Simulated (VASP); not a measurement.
Li: density of states with PBEsol

Crystal: Li.

```
Li
1.0
     0.00000    1.82231    1.82231
     1.82231    0.00000    1.82231
     1.82231    1.82231    0.00000
Li
1
Cartesian
  0.0000 0.0000 0.0000
```

This cell differs from its parent crystal: volume scaled by 0.6.

| Item | Value |
| --- | --- |
| Program | VASP 6.6.1 |
| Task | density of states |
| Functional | PBEsol |
| Potentials or basis | VASP PAW PBE potentials, release 64 (Li_sv) |
| Cutoff | 520 eV |
| k mesh | 15 × 15 × 15 |
| Occupations | fermi-dirac, width 0.05 eV |
| Spin | no spin polarisation |
| Dipole correction | no |
| k mesh for the DOS | 23 × 23 × 23 |
| Occupations for the DOS | tetrahedron |
| Further INCAR settings | ALGO = Normal; EDIFF = 1e-06 |

```json
{
  "Valence electrons inside the program's atomic spheres": "Li 2.15"
}
```

Levels at points of the mesh, in eV from the Fermi level:
```csv
k point,band 1,band 2,band 3,band 4,band 5
"(0.00, 0.00, 0.00)",-45.21,-4.03,20.46,20.46,20.46
```

Run time: 8.8 s on 1 thread of Intel(R) Xeon(R) 6975P-C (Granite Rapids), with other jobs on the host, peak memory 0.12 GiB.
